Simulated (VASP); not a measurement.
Runs of VASP 6.6.1 on KTaO3. The structure is that of space group P4/mmm (No. 123), or close to it. The cells are those of the table. 

```csv
cell,gap on the mesh (eV),pressure (GPa)
"a = 4.307, b = 4.307, c = 4.025 Å, 5 atoms",1.67,-17.3
"a = 4.025, b = 4.307 Å, 5 atoms",(c),-9.2
"a = 4.213, b = 4.307, c = 4.025 Å, 5 atoms",1.74,-15.3
"a = 3.743, b = 3.837, c = 4.025 Å, 5 atoms",(a),(b)
"a = 3.931, b = 4.307, c = 4.025 Å, 5 atoms",1.88,-5.0
```

Alike in all rows: task single point; level PBE; potentials or basis VASP PAW PBE potentials, release 64 (K_sv, Ta_pv, O); no spin polarisation; k mesh 8 × 8 × 8; cutoff (eV) 520; smearing gaussian 0.05 eV.

Problem. Estimate the missing entries.

Solution. (a) 2.26; (b) 32.7; (c) 1.87.

Caveats: spin-orbit coupling is left out, which moves the levels of the heavy elements.

A k mesh can miss the band edges, and the runs leave out spin-orbit coupling on Ta.
